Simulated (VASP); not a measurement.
Wanted: the native input for a VASP 6.6.1 run.

```yaml
Task: single point
Functional: LDA
Potentials_or_basis: VASP PAW LDA potentials, release 64 (Os)
Cutoff: 600 eV
k_mesh: 9 × 9 × 9
Occupations: gaussian, width 0.1 eV
Spin: no spin polarisation
Dipole_correction: no
Further_INCAR_settings: ALGO = Normal; EDIFF = 1e-06; NBANDS = 10
```

The structure of Os lies in POSCAR:

```
Os
1.0
    2.5158962662      0.0000000000      0.0000000000
    0.0000000000      2.5158962662      0.0000000000
    0.0000000000      0.0000000000      2.5158962662
Os
1
Direct
    0.0000000000      0.0000000000      0.0000000000
```

One way to write it, as run:

INCAR

```
  ALGO = Normal
  EDIFF = 1E-6
  ENCUT = 600
  GGA_COMPAT = False
  ISIF = 2
  ISMEAR = 0
  LASPH = True
  LCHARG = True
  LELF = True
  LREAL = False
  LVHAR = True
  LWAVE = False
  NBANDS = 10
  NELM = 120
  PREC = Accurate
  SIGMA = 0.1
```

KPOINTS

```
k-points
0
Gamma
  9 9 9
```

Potentials or basis: VASP PAW LDA potentials, release 64 (Os).

The run is started by

```bash
$ cat potpaw_LDA.64/Os/POTCAR > POTCAR
$ mpirun -np 1 vasp_std > vasp.out
```

It gave:

```
Pressure               : 0.2 GPa
Band gap on the k mesh : zero (band 4 reaches 12.07 eV, above the bottom of band 5 at 6.72 eV)
```

Caveat: spin-orbit coupling is left out, which moves the levels of the heavy elements.

It took 9.4 s on 1 thread of AMD EPYC 7R13, with other jobs on the host, peak memory 0.09 GiB.
